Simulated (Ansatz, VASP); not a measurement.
# BeCdS4: VASP beside Ansatz

The input INCAR:

```
  ALGO = Normal
  EDIFF = 1E-6
  EDIFFG = -0.08
  ENCUT = 600
  GGA = PE
  IBRION = 2
  ISIF = 3
  ISMEAR = 0
  LASPH = T
  LCHARG = F
  LREAL = F
  LWAVE = F
  NELM = 80
  NSW = 36
  PREC = Accurate
  SIGMA = 0.2
```

The input KPOINTS:

```
k-points
0
Gamma
  3 3 3
```

The input POSCAR:

```
BeCdS4
1.0
    6.2000000000      0.0000000000      0.0000000000
    0.0000000000      6.2000000000      0.0000000000
    0.0000000000      0.0000000000      6.2000000000
Be Cd S
2 2 8
Direct
    0.0000000000      0.5000000000      0.5000000000
    0.0000000000      0.0000000000      0.0000000000
    0.5000000000      0.0000000000      0.5000000000
    0.5000000000      0.5000000000      0.0000000000
    0.8900000000      0.3900000000      0.1100000000
    0.1100000000      0.6100000000      0.8900000000
    0.6100000000      0.6100000000      0.6100000000
    0.3900000000      0.3900000000      0.3900000000
    0.3900000000      0.1100000000      0.8900000000
    0.6100000000      0.8900000000      0.1100000000
    0.1100000000      0.8900000000      0.3900000000
    0.8900000000      0.1100000000      0.6100000000
```

Input for Ansatz:

```yaml
crystal:
  lattice:
    - [6.2, 0.0, 0.0]
    - [0.0, 6.2, 0.0]
    - [0.0, 0.0, 6.2]
  atoms:
    - { symbol: Be, position: [0.0, 0.5, 0.5] }
    - { symbol: Be, position: [0.0, 0.0, 0.0] }
    - { symbol: Cd, position: [0.5, 0.0, 0.5] }
    - { symbol: Cd, position: [0.5, 0.5, 0.0] }
    - { symbol: S, position: [0.89, 0.39, 0.11] }
    - { symbol: S, position: [0.11, 0.61, 0.89] }
    - { symbol: S, position: [0.61, 0.61, 0.61] }
    - { symbol: S, position: [0.39, 0.39, 0.39] }
    - { symbol: S, position: [0.39, 0.11, 0.89] }
    - { symbol: S, position: [0.61, 0.89, 0.11] }
    - { symbol: S, position: [0.11, 0.89, 0.39] }
    - { symbol: S, position: [0.89, 0.11, 0.61] }
basis:
  ecutwfc: 420
kpoints:
  mp_grid: { grid: [3, 3, 3] }
hamiltonian:
  xc: pbe
scf:
  occupations: { method: gaussian, width: 0.2 }
  lower_state_search: "off"
output:
  forces: true
  stress: true
  eigenvalues: true
relax:
  adjacent_minimum: "off"
  f_tol: 0.08
  max_steps: 16
  cell: { stress_tol: 0.8 }
```

Alike in both runs: task relaxation of cell and atoms; functional PBE; k mesh 3 × 3 × 3; occupations gaussian, width 0.2 eV; no spin polarisation.

|  | VASP | Ansatz |
| --- | --- | --- |
| version | VASP 6.6.1 | Ansatz 0.2.0 |
| potentials or method | VASP PAW PBE potentials, release 64 (Be, Cd, S), cutoff 600 eV | scalar-relativistic, plane waves, PAW |
| valence electrons in the cell | 76 | 92 |

```csv
,VASP,Ansatz,Ansatz less VASP
"gap on the k mesh at the Fermi level, each at its own relaxed structure (eV)",1.76,1.71,-0.050
relaxed volume (Å³/atom),17.73,17.78,+0.044
relaxed cell length with the largest relative difference (Å),5.969,5.998,+0.0288
```

VASP's potentials hold 76 valence electrons a cell and Ansatz's 92, so a difference there can come from the potentials and not from the codes.
